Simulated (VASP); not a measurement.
Write the native input for VASP 6.6.1 that does the following.

| Property | Result |
| --- | --- |
| Task | single point |
| Functional | PBE |
| Dispersion | D3(BJ) |
| Potentials or basis | VASP PAW PBE potentials, release 64 (As) |
| Cutoff | 520 eV |
| k mesh | 9 × 9 × 1 |
| Occupations | gaussian, width 0.05 eV |
| Spin | no spin polarisation |
| Dipole correction | yes |
| Further INCAR settings | ALGO = Normal; EDIFF = 1e-06; NBANDS = 18 |

The structure of As lies in POSCAR:

```
As
1.0
    3.5716242768      0.0000000000      0.0000000000
   -1.7858121384      3.0931173565      0.0000000000
    0.0000000000      0.0000000000     20.2951239260
As
4
Direct
    0.3333333333      0.6666666667      0.2217281361
    0.6666666667      0.3333333333      0.2905900937
    0.6666666667      0.8333333333      0.4517125392
    1.0000000000      0.5000000000      0.5205744968
```

This cell differs from its parent crystal: layers slid over each other.

The input as run:

INCAR

```
PREC = Accurate
ENCUT = 520
EDIFF = 1E-6
ISMEAR = 0
SIGMA = 0.05
LREAL = False
LASPH = True
NELM = 60
ALGO = Normal
ISIF = 2
LWAVE = False
LCHARG = False
LDIPOL = True
IDIPOL = 3
DIPOL = 0.5 0.5 0.371
GGA = PE
IVDW = 12
NBANDS = 18
```

KPOINTS

```
Automatic mesh
0
Gamma
  9 9 1
```

Potentials or basis: VASP PAW PBE potentials, release 64 (As).

The run is started by

```sh
$ cat potpaw_PBE.64/As/POTCAR > POTCAR
$ mpirun -np 1 vasp_std > vasp.out
```

Results of the run:

```yaml
Largest_force: 0.103 eV/Å
Band_gap_on_the_k_mesh: 0.93 eV (least direct gap 1.54 eV)
Dispersion_energy_per_atom: -0.273 eV
```

Caveat: the cell differs from its parent crystal (layers slid over each other).

Wall time 55 s on 1 thread of Intel(R) Xeon(R) 6975P-C (Granite Rapids) (shared host), peak memory 0.36 GiB.
